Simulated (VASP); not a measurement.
Input of a VASP 6.6.1 run:

INCAR

```
SYSTEM = LaS
ALGO = Normal ; EDIFF = 1E-6
ENCUT = 520 ; GGA = PS
ISIF = 2 ; ISMEAR = 1
LASPH = .TRUE. ; LCHARG = .TRUE.
LELF = .TRUE. ; LREAL = .FALSE.
LVHAR = .TRUE. ; LWAVE = .FALSE.
NBANDS = 16 ; NELM = 80
PREC = Accurate ; SIGMA = 0.1
```

Contents of KPOINTS:

```
k-points
0
G
  9 9 9
  0 0 0
```

POSCAR

```
LaS
1.0
    0.0000000000      2.8974323219      2.8974323219
    2.8974323219      0.0000000000      2.8974323219
    2.8974323219      2.8974323219      0.0000000000
La S
1 1
Direct
    0.0000000000      0.0000000000      0.0000000000
    0.5000000000      0.5000000000      0.5000000000
```

Potentials or basis: VASP PAW PBE potentials, release 64 (La, S).

Launch:

```bash
$ cat potpaw_PBE.64/La/POTCAR potpaw_PBE.64/S/POTCAR > POTCAR
$ mpirun -np 1 vasp_std > vasp.out
```

Task: Predict the pressure.

Result: 0.4 GPa.

Caveat: the PAW data sets were made with another functional, which shifts forces and pressure a little.
